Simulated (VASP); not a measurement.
Ti, 2 atoms in the cell. Symmetry: P6_3/mmc, No. 194, hexagonal system. The conventional cell has a = 2.950 Å, b = 2.950 Å, c = 4.680 Å, α = 90.00°, β = 90.00°, γ = 120.00°. Ti (site symmetry -6m2) has 12 Ti at 2.89 to 2.95 Å within 3.8 Å. 

```yaml
Program: VASP 6.6.1
Task: single point
Functional: PBE
Dispersion: D3(BJ)
Potentials_or_basis: VASP PAW PBE potentials, release 64 (Ti_sv)
Cutoff: 520 eV
k_mesh: 10 × 10 × 6
Occupations: fermi-dirac, width 0.05 eV
Spin: no spin polarisation
Dipole_correction: no
Further_INCAR_settings: ALGO = Normal; EDIFF = 1e-06; NBANDS = 19
```

Potentials or basis: VASP PAW PBE potentials, release 64 (Ti_sv).

Run with:

```console
$ cat potpaw_PBE.64/Ti_sv/POTCAR > POTCAR
$ mpirun -np 1 vasp_std > vasp.out
```

Hardware: 1 thread of Intel(R) Xeon(R) 6975P-C (Granite Rapids) (shared host).

**Question.** Estimate the wall time of this run.

**Answer.** It took 12 s on 1 thread of Intel(R) Xeon(R) 6975P-C (Granite Rapids), on a shared host, peak memory 0.17 GiB. Counts: scf iterations 13, k points 56.
